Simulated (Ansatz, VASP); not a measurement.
# Two plane-wave programs on SiC

```
Si C
1.0
     0.00000    2.28637    2.28637
     2.28637    0.00000    2.28637
     2.26214    2.26214    0.02424
Si C
1 1
Cartesian
  0.0000 0.0000 0.0000
  3.4114 3.4114 3.4477
```

Alike in both runs: task single point; functional PBE; k mesh 12 × 12 × 12; occupations gaussian, width 0.05 eV; no spin polarisation.

|  | VASP | Ansatz |
| --- | --- | --- |
| version | VASP 6.6.1 | Ansatz 0.2.0 |
| potentials or method | VASP PAW PBE potentials, release 64 (Si, C), cutoff 520 eV | scalar-relativistic, plane waves, PAW |
| valence electrons in the cell | 8 | 8 |

```csv
,VASP,Ansatz,Ansatz less VASP
gap on the k mesh at the Fermi level (eV),1.42,1.42,+0.002
least direct gap on the mesh (eV),4.32,4.32,+0.002
pressure (GPa),-19.2,-19.2,-0.01
"traceless stress, the component that is largest in VASP (GPa)",2.08,2.07,-0.010
rms of the force components (eV/Å),0.032,0.031,-0.0002
```

Atom by atom the forces differ by 0.000 eV/Å (rms over components).
